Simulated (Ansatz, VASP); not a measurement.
# NaCl in VASP and in Ansatz

```
Cl Na
1.0
     0.00000    2.83083    2.83083
     2.83083    0.00000    2.83083
     2.83083    2.83083    0.00000
Cl Na
1 1
Direct
  0.50000 0.50000 0.50000
  0.00000 0.00000 0.00000
```

Alike in both runs: task single point; functional PBE-based screened hybrid; k mesh 4 × 4 × 4; occupations fermi-dirac, width 0.05 eV; no spin polarisation.

|  | VASP | Ansatz |
| --- | --- | --- |
| version | VASP 6.6.1 | Ansatz 0.2.0 |
| potentials or method | VASP PAW PBE potentials, release 64 (Cl, Na_pv) | Ansatz PAW |
| plane-wave cutoff (eV) | 520 | 420 |
| valence electrons in the cell | 14 | 16 |

|  | VASP | Ansatz | Ansatz less VASP |
| --- | --- | --- | --- |
| gap on the k mesh at the Fermi level (eV) | 6.18 | 6.19 | +0.008 |
| least direct gap on the mesh (eV) | 6.18 | 6.19 | +0.008 |
| pressure (GPa) | 0.0 | -0.1 | -0.01 |

VASP's potentials were made for PBE, not for PBE-based screened hybrid. VASP's potentials hold 14 valence electrons a cell and Ansatz's 16, so a difference there can come from the potentials and not from the codes.

The k mesh is coarse, so the values compare programs but aren't converged.
